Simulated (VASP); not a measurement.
A run of VASP 6.6.1:

Contents of INCAR:

```
SYSTEM = Se
PREC = Accurate
ENCUT = 600
EDIFF = 1E-7
ISMEAR = -1
SIGMA = 0.05
LREAL = .FALSE.
LASPH = .TRUE.
NELM = 100
ALGO = Normal
ISIF = 3
LWAVE = .FALSE.
LCHARG = .FALSE.
GGA = B5
ALDAX = 1.0
AGGAX = 1.0
AGGAC = 1.0
ALDAC = 0.0
IVDW = 12
VDW_S6 = 1.0
VDW_S8 = 2.6996
VDW_A1 = 0.4298
VDW_A2 = 4.2359
IBRION = 2
NSW = 60
EDIFFG = -0.01
```

KPOINTS

```
regular mesh
0
G
  7 7 6
  0 0 0
```

The input POSCAR:

```
Se
1.0
    4.3662000000      0.0000000000      0.0000000000
   -2.1831000000      3.7812401180      0.0000000000
    0.0000000000      0.0000000000      4.9536000000
Se
3
Direct
    0.7746000000      0.7746000000      0.0000000000
    0.0000000000      0.2254000000      0.6666666667
    0.2254000000      0.0000000000      0.3333333333
```

Potentials or basis: VASP PAW PBE potentials, release 64 (Se).

Run with:

```console
$ cat potpaw_PBE.64/Se/POTCAR > POTCAR
$ mpirun -np 1 vasp_std > vasp.out
```

Hardware: 1 thread of Intel(R) Xeon(R) 6975P-C (Granite Rapids), with other jobs on the host.

Task: How long does it take, and how much memory?

Result: It took 4.9 min on 1 thread of Intel(R) Xeon(R) 6975P-C (Granite Rapids), with other jobs on the host, peak memory 0.26 GiB. Counts: scf iterations 111, k points 40, ion steps 15.
